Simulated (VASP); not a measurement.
A run of VASP 6.6.1 is set up as follows.

INCAR

```
ALGO     = Fast           # electronic algorithm
EDIFF    = 1E-6           # SCF threshold, eV
ENCUT    = 520            # plane-wave cutoff, eV
GGA      = PS             # functional
ISIF     = 2              # what is computed and relaxed
ISMEAR   = -1             # smearing method
LASPH    = T              # aspherical terms in the spheres
LCHARG   = F              # write CHGCAR
LREAL    = F              # projectors in reciprocal space
LWAVE    = F              # write WAVECAR
NBANDS   = 30             # bands
NELM     = 80             # most SCF steps
PREC     = Accurate       # precision mode
SIGMA    = 0.05           # smearing width, eV
```

The input KPOINTS:

```
k-points
0
Gamma
  8 8 3
```

File POSCAR:

```
Y
1.0
    3.6425441402      0.0000000000      0.0000000000
   -1.8212720701      3.1545357598      0.0000000000
    0.0000000000      0.0000000000     11.8441303500
Y
4
Direct
    0.6777760000      0.3332840000      0.7514500000
   -0.0014280000     -0.0106300000      0.5045890000
    0.3412610000      0.6721800000      0.2527310000
   -0.0009510000     -0.0075590000     -0.0009290000
```

Potentials or basis: VASP PAW PBE potentials, release 64 (Y_sv).

Launch:

```bash
$ cat potpaw_PBE.64/Y_sv/POTCAR > POTCAR
$ mpirun -np 1 vasp_std > vasp.out
```

Problem. What does it give for the largest force?

Solution. 0.100 eV/Å.

Problem. Predict the band gap on the k mesh.

Solution. Zero (bands 22 and 23 overlap by 1.02 eV).

Forces on the atoms (eV/Å):
```
Y   -0.030 -0.032  0.016
Y    0.017  0.043 -0.082
Y   -0.007 -0.044 -0.027
Y    0.020  0.033  0.092
```

Caveat: the cell differs from its parent crystal (atoms moved at random); the cell stands under tension; the PAW data sets were made with another functional, which shifts forces and pressure a little.
